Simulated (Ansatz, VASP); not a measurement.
## S: VASP beside Ansatz

```
S
1.0
    -3.95478    3.95478    3.95478
     3.95478   -3.95478    3.95478
     3.95478    3.95478   -3.95478
S
6
Direct
  0.62500 0.25000 0.87500
  0.87500 0.62500 0.25000
  0.75000 0.62500 0.87500
  0.25000 0.87500 0.62500
  0.87500 0.75000 0.62500
  0.62500 0.87500 0.75000
```

Alike in both runs: functional PBE; k mesh 4 × 4 × 4; occupations gaussian, width 0.1 eV; no spin polarisation.

Ansatz relaxed the structure, and its values are those at the end. VASP's run is a single point on that final structure, the one shown.

|  | VASP | Ansatz |
| --- | --- | --- |
| version | VASP 6.6.1 | Ansatz 0.2.0 |
| potentials or method | VASP PAW PBE potentials, release 64 (S), cutoff 520 eV | scalar-relativistic, plane waves, PAW |
| valence electrons in the cell | 36 | 36 |

|  | VASP | Ansatz | Ansatz less VASP |
| --- | --- | --- | --- |
| gap on the k mesh at the Fermi level (eV) | none | none | - |
| pressure (GPa) | 0.1 | 0.2 | +0.08 |

A gap of «none» marks a metal or a gap that the smearing closes.
